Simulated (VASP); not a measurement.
# Mg5Zn3O8 (an interface model) in VASP: a series of runs

Aim: see how the results for Mg5Zn3O8 (an interface model) move with the level of theory and the settings. Levels: revPBE, PBEsol. Tasks: single point.

All numbers are computed with VASP 6.6.1; they aren't measurements. Logs are shortened: lines on timing, memory, paths and dates and some standing lists are left out, and cuts for length are marked.

### Step 1. The cell of the first run

The cell holds layers of an interface, 32 atoms: a = 5.331 Å, b = 3.302 Å, c = 22.549 Å, α = 90.00°, β = 90.00°, γ = 90.00°.

### Step 2. Single point, revPBE, collinear spin

Input file INCAR:

```
PREC = Accurate ; ENCUT = 520
EDIFF = 1E-6 ; ISMEAR = -1
SIGMA = 0.05 ; LREAL = Auto
LASPH = T ; NELM = 200
ALGO = Normal ; ISIF = 2
LWAVE = F ; LCHARG = F
ISPIN = 2 ; MAGMOM = 0.062 0.062 0.062 0.062 0.062 0.062 0.062 0.062 0.062 0.062 0.062 0.062 0.062 0.062 0.062 0.062 0.062 0.062 0.062 0.062 0.062 0.062 0.062 0.062 0.062 0.062 0.062 0.062 0.062 0.062 0.062 0.062
LORBIT = 11 ; GGA = RE
NBANDS = 120 ; GGA_COMPAT = F
KPAR = 4
```

Input file KPOINTS:

```
regular mesh
0
Gamma
  3 4 1
```

Input file POSCAR:

```
Mg5Zn3O8
1.0
    0.0000000000      0.0000000000      5.3307830000
    3.3019390000      0.0000000000      0.0000000000
    0.0000000000     22.5490790000      0.0000000000
Zn Mg O
6 10 16
Direct
    0.4984800000      0.4811840000      0.0374390000
    0.4962460000      0.0020850000      0.1605980000
    0.4944760000      0.5169340000      0.2847230000
    0.9919720000      0.9930690000      0.0816700000
    0.9982030000      0.5203750000      0.2067790000
    0.0040340000      0.0176070000      0.3246350000
    0.4923290000      0.9663370000      0.4071400000
    0.4887310000      0.5088610000      0.5340880000
    0.4841360000      0.9993900000      0.6591800000
    0.4909910000      0.4937970000      0.7846620000
    0.5096890000      0.9955080000      0.9146650000
    0.9887750000      0.4740830000      0.4472940000
    0.9957930000      0.9898400000      0.5789490000
    0.9980070000      0.4798480000      0.7019370000
    0.9979410000      0.0040770000      0.8300460000
    0.9911130000      0.5115350000      0.9575420000
    0.3844980000      0.0069590000      0.0788950000
    0.3708260000      0.5237190000      0.2060420000
    0.3795360000      0.0107970000      0.3253380000
    0.3752590000      0.4884100000      0.4457210000
    0.3710160000      0.9746460000      0.5728420000
    0.3855250000      0.5022840000      0.7065460000
    0.3679450000      0.9733840000      0.8296070000
    0.3799080000      0.5057310000      0.9559800000
    0.8767030000      0.4913300000      0.0438400000
    0.8711100000      0.9919700000      0.1629010000
    0.8795320000      0.5295440000      0.2855760000
    0.8618460000      0.9837360000      0.4053860000
    0.8946060000      0.4942630000      0.5340520000
    0.8741700000      0.9979740000      0.6628860000
    0.8742900000      0.4996530000      0.7876350000
    0.8807340000      0.9796330000      0.9170620000
```

Potentials or basis: VASP PAW PBE potentials, release 64 (Zn, Mg, O).

Started as:

```
$ cat potpaw_PBE.64/Zn/POTCAR potpaw_PBE.64/Mg/POTCAR potpaw_PBE.64/O/POTCAR > POTCAR
$ mpirun -np 4 vasp_std > vasp.out
```

OUTCAR:

```text
PREC = Accurate
   ENCUT = 520
   EDIFF = 1E-6
   ISMEAR = -1
   LREAL = Auto
   LASPH = T
   NELM = 200
   ISIF = 2
   ISPIN = 2
   LORBIT = 11
   GGA = RE

 ion  position               nearest neighbor table
   1  0.498  0.481  0.037-  17 1.92  24 1.94  25 2.02  17 2.06  16 3.19  11 3.20  11 3.25  16 3.25

   2  0.496  0.002  0.161-  17 1.94  18 2.00  26 2.00  18 2.11
   3  0.494  0.517  0.285-  18 1.89  19 1.97  19 2.00  27 2.05   7 3.13   7 3.31
   4  0.992  0.993  0.082-  26 1.94  25 1.95  25 1.96  17 2.09  16 3.22  16 3.28
   5  0.998  0.520  0.207-  27 1.89  26 1.97  18 1.99  26 2.12
   6  0.004  0.018  0.325-  27 1.95  28 1.98  19 2.00  27 2.02  12 3.15   7 3.20  12 3.30   7 3.31

   7  0.492  0.966  0.407-  20 1.91  19 1.95  28 1.97  20 2.03   3 3.13   6 3.20  12 3.24   8 3.24
                            12 3.26  12 3.27  12 3.29   3 3.31   6 3.31   8 3.38
   8  0.489  0.509  0.534-  21 1.88  21 2.07  20 2.08  29 2.16  13 3.23   7 3.24   9 3.25   9 3.28
                            13 3.29  13 3.30  12 3.31  12 3.31  13 3.36   7 3.38
   9  0.484  0.999  0.659-  22 2.03  21 2.04  22 2.04  30 2.08  13 3.17  14 3.19   8 3.25  14 3.25
                            10 3.27  13 3.27   8 3.28  10 3.29  14 3.31  14 3.37
  10  0.491  0.494  0.785-  22 1.85  23 1.99  31 2.04  23 2.10  14 3.22  15 3.25   9 3.27  14 3.28
                            15 3.29   9 3.29  15 3.31  15 3.35  11 3.36  11 3.37
  11  0.510  0.996  0.915-  32 1.98  24 1.99  24 2.05  23 2.06  16 3.17   1 3.20  15 3.23  16 3.23
                             1 3.25  15 3.33  16 3.34  10 3.36  10 3.37  16 3.39
  12  0.989  0.474  0.447-  28 1.99  29 2.02  28 2.05  20 2.06   6 3.15   7 3.24   7 3.26   7 3.27
                             7 3.29   6 3.30   8 3.31   8 3.31  13 3.37  13 3.42
  13  0.996  0.990  0.579-  29 2.00  30 2.00  21 2.01  29 2.02   9 3.17  14 3.21   8 3.23  14 3.24
                             9 3.27   8 3.29   8 3.30   8 3.36  12 3.37  12 3.42
[... 8 lines left out ...]
  19  0.380  0.011  0.325-   7 1.95   3 1.97   3 2.00   6 2.00
  20  0.375  0.488  0.446-   7 1.91   7 2.03  12 2.06   8 2.08
  21  0.371  0.975  0.573-   8 1.88  13 2.01   9 2.04   8 2.07
  22  0.386  0.502  0.707-  10 1.85   9 2.03   9 2.04  14 2.07
[... 8 lines left out ...]
  31  0.874  0.500  0.788-  15 2.01  15 2.03  14 2.04  10 2.04
  32  0.881  0.980  0.917-  16 1.89  11 1.98  15 2.06  16 2.06

  LATTYP: Found a simple orthorhombic cell.
 ALAT       =     3.3019390000
 B/A-ratio  =     1.6144401820
 C/A-ratio  =     6.8290416631

  Lattice vectors:

 A1 = (  -3.3019390000,   0.0000000000,   0.0000000000)
 A2 = (   0.0000000000,   0.0000000000,   5.3307830000)
 A3 = (   0.0000000000,  22.5490790000,   0.0000000000)

Analysis of symmetry for initial positions (statically):
=====================================================================
 Subroutine PRICEL returns:
 Original cell was already a primitive cell.

 Routine SETGRP: Setting up the symmetry group for a
 simple orthorhombic supercell.

 Subroutine GETGRP returns: Found  1 space group operations
 (whereof  1 operations were pure point group operations)
 out of a pool of  8 trial point group operations.

The static configuration has the point symmetry C_1 .

Analysis of symmetry for dynamics (positions and initial velocities):
=====================================================================
 Subroutine PRICEL returns:
 Original cell was already a primitive cell.

 Routine SETGRP: Setting up the symmetry group for a
 simple orthorhombic supercell.

 Subroutine GETGRP returns: Found  1 space group operations
 (whereof  1 operations were pure point group operations)
 out of a pool of  8 trial point group operations.

The dynamic configuration has the point symmetry C_1 .

Analysis of structural, dynamic, and magnetic symmetry:
=====================================================================
 Subroutine PRICEL returns:
 Original cell was already a primitive cell.

 Routine SETGRP: Setting up the symmetry group for a
 simple orthorhombic supercell.

 Subroutine GETGRP returns: Found  1 space group operations
 (whereof  1 operations were pure point group operations)
 out of a pool of  8 trial point group operations.

The overall configuration has the point symmetry C_1 .

[... 124 lines left out ...]
   total plane-waves  NPLWV = 188160
   dimension x,y,z NGX =    40 NGY =   28 NGZ =  168
   dimension x,y,z NGXF=    80 NGYF=   56 NGZF=  336
   ions per type =               6  10  16
   NGX,Y,Z   is equivalent  to a cutoff of  12.47, 14.10, 12.39 a.u.
   NGXF,Y,Z  is equivalent  to a cutoff of  24.95, 28.19, 24.77 a.u.
 SYSTEM =  unknown system
   PREC   = accura    normal or accurate (medium, high low for compatibility)
   ISTART =      0    job   : 0-new  1-cont  2-samecut
   ICHARG =      2    charge: 1-file 2-atom 10-const
   ISPIN  =      2    spin polarized calculation?
   LNONCOLLINEAR =      F non collinear calculations
   LSORBIT =      F    spin-orbit coupling
   LASPH  =      T    aspherical Exc in radial PAW
   ENCUT  =  520.0 eV  38.22 Ry    6.18 a.u.   9.91  6.14 41.93*2*pi/ulx,y,z
   NELM   =    200;   NELMIN=  2; NELMDL= -5     # of ELM steps
   EDIFF  = 0.1E-05   stopping-criterion for ELM
   LREAL  =      T    real-space projection
   EDIFFG = 0.1E-04   stopping-criterion for IOM
   NSW    =      0    number of steps for IOM
   IBRION =     -1    ionic relax: 0-MD 1-quasi-New 2-CG
   NFREE  =      0    steps in history (QN), initial steepest desc. (CG)
   ISIF   =      2    stress and relaxation
   ISYM   =      2    0-nonsym 1-usesym 2-fastsym
   POTIM  = 0.5000    time-step for ionic-motion
   TEBEG  =    0.0;   TEEND  =   0.0 temperature during run
   PSTRESS=    0.0 pullay stress
   NELECT =     188.0000    total number of electrons
   NUPDOWN=      -1.0000    fix difference up-down
   EMIN   =  10.00;   EMAX   =-10.00  energy-range for DOS
   EFERMI =   0.00;   METHOD = LEGACY
   ISMEAR =    -1;   SIGMA  =   0.05  broadening in eV -4-tet -1-fermi 0-gaus
   EFERMI_NEDOS =   21; number of points for ismear=-14 and -15
   IALGO  =     38    algorithm
   IMIX   =      4    mixing-type and parameters
     AMIX     =   0.40;   BMIX     =  1.00
     AMIX_MAG =   1.60;   BMIX_MAG =  1.00
  volume/ion in A,a.u.               =      12.40        83.70
  Fermi-wavevector in a.u.,A,eV,Ry     =   1.276139  2.411552 22.157490  1.628530
  Thomas-Fermi vector in A             =   2.408811
   LORBIT       =     11    0 simple, 1 ext, 2 COOP (PROOUT), +10 PAW based schemes
   GGA     = RE    functional components
   LHFCALC =     F    Hartree Fock is set to
   AEXX    =    0.0000 exact exchange contribution
   IVDW    =     0    specifies the selected vdW correction
   LEPSILON=     F    determine dielectric tensor
   LRPA    =     F    only Hartree local field effects (RPA)
 spin polarized calculation
  energy-cutoff  :      520.00
  volume of cell :      396.91
 maximum number of plane-waves:     10724
   NGX = 19   NGY = 13   NGZ = 83

 number of electron     188.0000006 magnetization       0.0001942

 Free energy of the ion-electron system (eV)
  ---------------------------------------------------
  ext. energy  EPLUGINS =         0.00000000
  ---------------------------------------------------
  free energy    TOTEN  =      -160.73307031 eV

  energy without entropy =     -160.73306973  energy(sigma->0) =     -160.73307002

 E-fermi :   2.6355     XC(G=0):  -9.7618

 val. band max:        1.9751691809   @ k =   0.0000   0.0000   0.0000
 cond. band min:       3.2814455145   @ k =   0.0000   0.0000   0.0000
 fundamental gap:      1.3062763336
 Fermi energy:         2.6354686480

 spin component 1

 k-point     1 :       0.0000    0.0000    0.0000
  band No.  band energies     occupation
      1     -16.1069      1.00000
      2     -15.8591      1.00000
      3     -15.8380      1.00000
      4     -15.6565      1.00000
      5     -15.5967      1.00000
      6     -15.3760      1.00000
[... 752 lines left out ...]
    105       8.3269      0.00000
    106       8.4498      0.00000
 Fermi energy:         2.6354686480

 spin component 2

 k-point     1 :       0.0000    0.0000    0.0000
  band No.  band energies     occupation
      1     -16.1069      1.00000
      2     -15.8591      1.00000
      3     -15.8380      1.00000
      4     -15.6565      1.00000
      5     -15.5967      1.00000
      6     -15.3760      1.00000
[... 752 lines left out ...]
    105       8.3268      0.00000
    106       8.4497      0.00000
 [bands above 106 left out]

------------------------ aborting loop because EDIFF is reached ----------------------------------------

  FORCE on cell =-STRESS in cart. coord.  units (eV):
  Direction    XX          YY          ZZ          XY          YZ          ZX
  --------------------------------------------------------------------------------------
  -------------------------------------------------------------------------------------
  Total        7.2779792     13.3171961     -0.9487575     -0.9864313      0.8942739     -0.1541939
  in kB       29.3786974     53.7569374     -3.8298076     -3.9818839      3.6098760     -0.6224279
  external PRESSURE =      26.4352757 kB  Pullay stress =       0.0000000 kB

 VOLUME and BASIS-vectors are now :
 -----------------------------------------------------------------------------
  energy-cutoff  :      520.00
  volume of cell :      396.91
      direct lattice vectors                 reciprocal lattice vectors
     0.000000000  0.000000000  5.330783000     0.000000000  0.000000000  0.187589703
     3.301939000  0.000000000  0.000000000     0.302852354  0.000000000  0.000000000
     0.000000000 22.549079000  0.000000000     0.000000000  0.044347709  0.000000000

 POSITION                                       TOTAL-FORCE (eV/Angst)
 -----------------------------------------------------------------------------------
      1.58884      0.84421      2.65729         0.644214      0.354991      0.151952
      0.00688      3.62134      2.64538         0.291337      0.615046      0.039312
      1.70688      6.42024      2.63594        -0.206071      0.555440      0.518723
      3.27905      1.84158      5.28799        -0.025425      0.057530      0.538763
      1.71825      4.66268      5.32120        -0.494357     -1.205234      0.086895
      0.05814      7.32022      0.02150         0.296177     -0.032228      0.021094
[... 24 lines left out ...]
      1.64982     17.76044      4.66065        -0.055761     -0.205036      0.069772
      3.23469     20.67890      4.69500         1.136438     -0.773167     -0.108245
 -----------------------------------------------------------------------------------
    total drift:                                0.007436      0.008078     -0.004840

  FREE ENERGIE OF THE ION-ELECTRON SYSTEM (eV)
  ---------------------------------------------------
  free  energy   TOTEN  =      -160.7330703115 eV

  energy  without entropy=     -160.7330697272  energy(sigma->0) =     -160.73307002

 total charge

# of ion       s       p       d       tot
------------------------------------------
    1        0.456   0.485   9.898  10.839
    2        0.445   0.450   9.890  10.785
    3        0.456   0.491   9.905  10.852
    4        0.453   0.480   9.900  10.833
    5        0.457   0.486   9.904  10.847
    6        0.451   0.480   9.898  10.828
[... 24 lines left out ...]
   31        1.546   3.519   0.000   5.065
   32        1.548   3.545   0.000   5.093
--------------------------------------------------
tot         29.088  60.677  60.101 149.866

 magnetization (x)

# of ion       s       p       d       tot
------------------------------------------
    1       -0.000  -0.000   0.000  -0.000
    2       -0.000  -0.000   0.000  -0.000
    3       -0.000  -0.000   0.000   0.000
    4       -0.000  -0.000   0.000  -0.000
    5       -0.000  -0.000   0.000  -0.000
    6        0.000  -0.000   0.000   0.000
[... 24 lines left out ...]
   31       -0.000  -0.000   0.000  -0.000
   32        0.000  -0.000   0.000  -0.000
--------------------------------------------------
tot          0.000  -0.000   0.000  -0.000
```

Run time: 12 min. Hardware: 4 MPI ranks of AMD EPYC 7R43 (Zen 3), shared host; peak memory 0.83 GiB.

Results:

| Quantity | Value |
| --- | --- |
| Free energy | -160.7331 eV |
| Pressure | 2.6 GPa |
| Largest force | 2.565 eV/Å |
| Band gap on the k mesh | 1.31 eV |
| Net moment | 0.00 μB per cell |
| Valence electrons inside the program's atomic spheres | Zn 10.84, 10.79, 10.85, 10.83 (each value once); Mg 0.44, 0.39, 0.37, 0.43, 0.38, 0.41, 0.40 (each value once); O 5.01, 5.04, 5.08, 5.09, 5.07, 5.06, 5.03, 5.00, 5.05 (each value once) |

Forces in eV/Å, atoms in the order of the input:
```
Zn   0.644  0.355  0.152
Zn   0.291  0.615  0.039
Zn  -0.206  0.555  0.519
Zn  -0.025  0.058  0.539
Zn  -0.494 -1.205  0.087
Zn   0.296 -0.032  0.021
Mg   0.839 -0.277  0.101
Mg  -1.221 -1.288  0.501
Mg  -0.040  0.422  0.507
Mg  -0.303  1.985  0.523
Mg   0.149 -0.079 -0.752
Mg   0.289 -0.173  0.199
Mg   0.088 -0.848 -0.238
Mg   0.669  1.038 -0.187
Mg  -0.241  0.216 -0.282
Mg  -1.032  0.664  0.673
O   -0.658 -0.134 -0.694
O   -0.444 -1.284  0.019
O    0.206  0.102 -0.214
O   -0.670  1.204 -0.265
O    1.226  1.316  0.197
O   -0.174 -2.397 -0.896
O    0.580 -0.053  0.620
O   -0.274 -0.825 -0.234
O    0.124 -1.178  0.056
O    0.615  0.563  0.045
O   -0.538  0.834 -0.585
O   -0.150  1.082  0.446
O   -0.141  0.341 -0.852
O   -0.486 -0.600 -0.006
O   -0.056 -0.205  0.070
O    1.136 -0.773 -0.108
```

Caveat: the k points lie up to 0.48 Å⁻¹ apart; the PAW data sets were made with another functional, which shifts forces and pressure a little.

### Step 3. Single point, PBEsol

Input file INCAR:

```
PREC = Accurate
ENCUT = 520
EDIFF = 1E-6
ISMEAR = 0
SIGMA = 0.05
LREAL = Auto
LASPH = True
NELM = 80
ALGO = Normal
ISIF = 2
LWAVE = False
LCHARG = True
GGA = PS
LELF = True
LVHAR = True
NBANDS = 116
```

Input file KPOINTS:

```
Automatic mesh
0
Gamma
  3 4 1
```

POSCAR is that of step 2.

Potentials or basis: VASP PAW PBE potentials, release 64 (Zn, Mg, O).

Started as:

```
$ cat potpaw_PBE.64/Zn/POTCAR potpaw_PBE.64/Mg/POTCAR potpaw_PBE.64/O/POTCAR > POTCAR
$ mpirun -np 1 vasp_std > vasp.out
```

Run time: 11 min. Hardware: 1 thread of Intel Xeon Platinum 8488C (Sapphire Rapids), shared host; peak memory 0.54 GiB.

It converged, with:

- Free energy: -179.5970 eV
- Pressure: -4.0 GPa
- Largest force: 2.486 eV/Å
- Band gap on the k mesh: 1.14 eV

Forces on the atoms (eV/Å):
```
Zn   0.590  0.355  0.138
Zn   0.239  0.557  0.056
Zn  -0.178  0.479  0.452
Zn  -0.016  0.094  0.449
Zn  -0.419 -1.102  0.083
Zn   0.244 -0.033 -0.007
Mg   0.819 -0.298  0.101
Mg  -1.181 -1.249  0.462
Mg  -0.046  0.431  0.508
Mg  -0.282  1.919  0.507
Mg   0.135 -0.053 -0.732
Mg   0.282 -0.182  0.199
Mg   0.082 -0.845 -0.218
Mg   0.652  1.020 -0.200
Mg  -0.242  0.202 -0.265
Mg  -0.996  0.657  0.656
O   -0.594 -0.093 -0.629
O   -0.396 -1.181  0.015
O    0.186 -0.083 -0.276
O   -0.644  1.152 -0.253
O    1.183  1.283  0.173
O   -0.170 -2.322 -0.872
O    0.557 -0.064  0.590
O   -0.269 -0.577 -0.136
O    0.116 -0.967  0.002
O    0.549  0.502  0.043
O   -0.509  0.746 -0.511
O   -0.130  0.846  0.507
O   -0.133  0.340 -0.807
O   -0.467 -0.587  0.009
O   -0.056 -0.205  0.074
O    1.095 -0.742 -0.119
```

Stress tensor (GPa, compression positive):
```
-3.70 -0.33 -0.07
-0.33 -1.39  0.33
-0.07  0.33 -6.87
```

Levels at points of the mesh, in eV from the valence-band top:
```
           k point  band 90  band 91  band 92  band 93  band 94  band 95  band 96  band 97  band 98  band 99
(0.00, 0.00, 0.00)    -0.44    -0.38    -0.24    -0.07     0.00     1.14     1.79     2.19     3.37     3.52
(0.00, 0.50, 0.00)    -1.17    -1.10    -0.99    -0.83    -0.74     4.86     5.20     5.52     5.65     5.75
```

Caveat: the k points lie up to 0.48 Å⁻¹ apart; the PAW data sets were made with another functional, which shifts forces and pressure a little.
